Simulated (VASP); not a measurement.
# HCl in VASP: single point with PBE

Aim: the single point of HCl with PBE.

Program: VASP 6.6.1. These are calculated values, not measurements. Logs are shortened: lines on timing, memory, paths and dates and some standing lists are left out, and cuts for length are marked.

### Step 1. The cell of the first run

The cell holds a disordered packing, 12 atoms: a = 6.506 Å, b = 6.506 Å, c = 6.506 Å, α = 90.00°, β = 90.00°, γ = 90.00°.

### Step 2. Single point, PBE

Contents of INCAR:

```
SYSTEM = HCl
PREC     = Accurate       ! precision mode
ENCUT    = 1000           ! plane-wave cutoff, eV
EDIFF    = 1E-6           ! SCF threshold, eV
ISMEAR   = -1             ! smearing method
SIGMA    = 0.02           ! smearing width, eV
LREAL    = .False.        ! projectors in reciprocal space
LASPH    = .True.         ! aspherical terms in the spheres
NELM     = 120            ! most SCF steps
ALGO     = Normal         ! electronic algorithm
ISIF     = 2              ! what is computed and relaxed
LWAVE    = .False.        ! write WAVECAR
LCHARG   = .True.         ! write CHGCAR
GGA      = PE             ! functional
LELF     = .True.         ! ELF
LVHAR    = .True.       
NBANDS   = 36             ! bands
GGA_COMPAT= .False.
```

Contents of KPOINTS:

```
regular mesh
0
Gamma
  1 1 1
  0 0 0
```

Contents of POSCAR:

```
HCl
1.0
    6.5061090000      0.0000000000      0.0000000000
    0.0000000000      6.5061090000      0.0000000000
    0.0000000000      0.0000000000      6.5061090000
Cl H
6 6
Direct
    1.0956168218      0.6792406610      0.5957466982
    0.6850180518      0.5686240646      0.9330743463
    0.4228666815      0.9219549018      0.2632938025
    0.2514999688      0.2356006745      0.8268430984
    0.7277298634      0.0498430698      0.6773701536
   -0.0074603673      0.2258424242      0.2652281380
    0.9251299537      0.6305955925      0.6957527947
    0.6457089287      0.3732724642      0.9101727617
    0.2595241466      1.0430820480      0.2733907695
    0.2196704079      0.4183752017      0.7449020311
    0.5773052263      0.0138055301      0.5447469948
   -0.0941917833      0.1606432677      0.4371771112
```

Potentials or basis: VASP PAW PBE potentials, release 64 (Cl, H_h).

Run with:

```bash
cat potpaw_PBE.64/Cl/POTCAR potpaw_PBE.64/H_h/POTCAR > POTCAR
mpirun -np 1 vasp_gam > vasp.out
```

OUTCAR:

```text
SYSTEM = HCl
   PREC = Accurate
   ENCUT = 1000
   EDIFF = 1E-6
   ISMEAR = -1
   LREAL = .False.
   LASPH = .True.
   NELM = 120
   ISIF = 2
   GGA = PE

 ion  position               nearest neighbor table
   1  0.096  0.679  0.596-   7 1.32
   2  0.685  0.569  0.933-   8 1.30
   3  0.423  0.922  0.263-   9 1.32
   4  0.251  0.236  0.827-  10 1.32
   5  0.728  0.050  0.677-  11 1.33
   6  0.993  0.226  0.265-  12 1.32
   7  0.925  0.631  0.696-   1 1.32
   8  0.646  0.373  0.910-   2 1.30
   9  0.260  0.043  0.273-   3 1.32
  10  0.220  0.418  0.745-   4 1.32
  11  0.577  0.014  0.545-   5 1.33
  12  0.906  0.161  0.437-   6 1.32

  LATTYP: Found a simple cubic cell.
 ALAT       =     6.5061090000

  Lattice vectors:

 A1 = (   6.5061090000,   0.0000000000,   0.0000000000)
 A2 = (   0.0000000000,   6.5061090000,   0.0000000000)
 A3 = (   0.0000000000,   0.0000000000,   6.5061090000)

Analysis of symmetry for initial positions (statically):
=====================================================================
 Subroutine PRICEL returns:
 Original cell was already a primitive cell.

 Routine SETGRP: Setting up the symmetry group for a
 simple cubic supercell.

 Subroutine GETGRP returns: Found  1 space group operations
 (whereof  1 operations were pure point group operations)
 out of a pool of 48 trial point group operations.

The static configuration has the point symmetry C_1 .

Analysis of symmetry for dynamics (positions and initial velocities):
=====================================================================
 Subroutine PRICEL returns:
 Original cell was already a primitive cell.

 Routine SETGRP: Setting up the symmetry group for a
 simple cubic supercell.

 Subroutine GETGRP returns: Found  1 space group operations
 (whereof  1 operations were pure point group operations)
 out of a pool of 48 trial point group operations.

The dynamic configuration has the point symmetry C_1 .

 Subroutine INISYM returns: Found  1 space group operations
[... 94 lines left out ...]
   LREAL  =      F    real-space projection
   EDIFFG = 0.1E-04   stopping-criterion for IOM
   NSW    =      0    number of steps for IOM
   IBRION =     -1    ionic relax: 0-MD 1-quasi-New 2-CG
   NFREE  =      0    steps in history (QN), initial steepest desc. (CG)
   ISIF   =      2    stress and relaxation
   ISYM   =      2    0-nonsym 1-usesym 2-fastsym
   POTIM  = 0.5000    time-step for ionic-motion
   TEBEG  =    0.0;   TEEND  =   0.0 temperature during run
   PSTRESS=    0.0 pullay stress
   NELECT =      48.0000    total number of electrons
   NUPDOWN=      -1.0000    fix difference up-down
   EMIN   =  10.00;   EMAX   =-10.00  energy-range for DOS
   EFERMI =   0.00;   METHOD = LEGACY
   ISMEAR =    -1;   SIGMA  =   0.02  broadening in eV -4-tet -1-fermi 0-gaus
   EFERMI_NEDOS =   21; number of points for ismear=-14 and -15
   IALGO  =     38    algorithm
   IMIX   =      4    mixing-type and parameters
     AMIX     =   0.40;   BMIX     =  1.00
     AMIX_MAG =   1.60;   BMIX_MAG =  1.00
  volume/ion in A,a.u.               =      22.95       154.87
  Fermi-wavevector in a.u.,A,eV,Ry     =   0.914465  1.728089 11.377829  0.836247
  Thomas-Fermi vector in A             =   2.039095
   LORBIT       =      0    0 simple, 1 ext, 2 COOP (PROOUT), +10 PAW based schemes
   GGA     = PE    functional components
   LHFCALC =     F    Hartree Fock is set to
   AEXX    =    0.0000 exact exchange contribution
   IVDW    =     0    specifies the selected vdW correction
   LEPSILON=     F    determine dielectric tensor
   LRPA    =     F    only Hartree local field effects (RPA)
 non-spin polarized calculation
  energy-cutoff  :     1000.00
  volume of cell :      275.40
 maximum number of plane-waves:      9919
 NGX is ok and might be reduce to    70
   NGX = 33   NGY = 33   NGZ = 33

 number of electron      47.9999998 magnetization

 Free energy of the ion-electron system (eV)
  ---------------------------------------------------
  ext. energy  EPLUGINS =         0.00000000
  ---------------------------------------------------
  free energy    TOTEN  =       -37.10064010 eV

  energy without entropy =      -37.10064010  energy(sigma->0) =      -37.10064010

 E-fermi :  -2.6162     XC(G=0):  -6.4342

 val. band max:       -3.1158387161   @ k =   0.0000   0.0000   0.0000
 cond. band min:       2.5357144510   @ k =   0.0000   0.0000   0.0000
 fundamental gap:      5.6515531672
 Fermi energy:        -2.6161791300

 k-point     1 :       0.0000    0.0000    0.0000
  band No.  band energies     occupation
      1     -17.4180      2.00000
      2     -17.0466      2.00000
      3     -16.8510      2.00000
      4     -16.7930      2.00000
      5     -16.6368      2.00000
      6     -16.4340      2.00000
[... 28 lines left out ...]
     35       6.8930      0.00000
     36       6.9917      0.00000

------------------------ aborting loop because EDIFF is reached ----------------------------------------

  FORCE on cell =-STRESS in cart. coord.  units (eV):
  Direction    XX          YY          ZZ          XY          YZ          ZX
  --------------------------------------------------------------------------------------
  -------------------------------------------------------------------------------------
  Total        1.0776186      1.1290459      1.0615301     -0.6526744     -0.0621983     -0.4934599
  in kB        6.2691935      6.5683784      6.1755962     -3.7970223     -0.3618469     -2.8707706
  external PRESSURE =       6.3377227 kB  Pullay stress =       0.0000000 kB

 VOLUME and BASIS-vectors are now :
 -----------------------------------------------------------------------------
  energy-cutoff  :     1000.00
  volume of cell :      275.40
      direct lattice vectors                 reciprocal lattice vectors
     6.506109000  0.000000000  0.000000000     0.153701698  0.000000000  0.000000000
     0.000000000  6.506109000  0.000000000     0.000000000  0.153701698  0.000000000
     0.000000000  0.000000000  6.506109000     0.000000000  0.000000000  0.153701698

 POSITION                                       TOTAL-FORCE (eV/Angst)
 -----------------------------------------------------------------------------------
      0.62209      4.41921      3.87599        -0.320290     -0.115587      0.127407
      4.45680      3.69953      6.07068        -0.070989     -0.271375     -0.001991
      2.75122      5.99834      1.71302        -0.031997      0.043681      0.000708
      1.63629      1.53284      5.37953        -0.020680      0.180422     -0.062429
      4.73469      0.32428      4.40704        -0.149586     -0.036768     -0.082967
      6.45757      1.46936      1.72560        -0.063806     -0.067005      0.143210
      6.01900      4.10272      4.52664         0.335913      0.115906     -0.123304
      4.20105      2.42855      5.92168         0.039715      0.291554      0.006290
      1.68849      0.28030      1.77871         0.051754     -0.056414      0.011933
      1.42920      2.72199      4.84641         0.002645     -0.179115      0.048246
      3.75601      0.08982      3.54418         0.156092      0.026891      0.110076
      5.89329      1.04516      2.84432         0.071229      0.067810     -0.177181
 -----------------------------------------------------------------------------------
    total drift:                               -0.000129     -0.000082      0.000237

  FREE ENERGIE OF THE ION-ELECTRON SYSTEM (eV)
  ---------------------------------------------------
  free  energy   TOTEN  =       -37.1006401006 eV

  energy  without entropy=      -37.1006401006  energy(sigma->0) =      -37.10064010
```

stdout:

```text
POSCAR found type information on POSCAR ClH
 POSCAR found :  2 types and      12 ions
 scaLAPACK will be used
 LDA part: xc-table for (Slater+PW92), standard interpolation
 POSCAR, INCAR and KPOINTS ok, starting setup
 FFT: planning ... GRIDC
 FFT: planning ... GRID_SOFT
 FFT: planning ... GRID
 WAVECAR not read
 entering main loop
```

Run time: 59 s. Hardware: 1 thread of Intel Xeon Platinum 8259CL at 2.50GHz (Skylake/Cascade Lake), shared host; peak memory 0.62 GiB.

Results:

```
Free energy   : -37.1006 eV
Pressure      : 0.6 GPa
Largest force : 0.376 eV/Å
```

Forces on the atoms (eV/Å):
```
Cl  -0.320 -0.116  0.127
Cl  -0.071 -0.271 -0.002
Cl  -0.032  0.044  0.001
Cl  -0.021  0.180 -0.062
Cl  -0.150 -0.037 -0.083
Cl  -0.064 -0.067  0.143
H    0.336  0.116 -0.123
H    0.040  0.292  0.006
H    0.052 -0.056  0.012
H    0.003 -0.179  0.048
H    0.156  0.027  0.110
H    0.071  0.068 -0.177
```

Stress tensor (GPa, compression positive):
```
 0.63 -0.38 -0.29
-0.38  0.66 -0.04
-0.29 -0.04  0.62
```

Caveat: the k points lie up to 0.97 Å⁻¹ apart, too coarse for converged energies, forces and pressures.
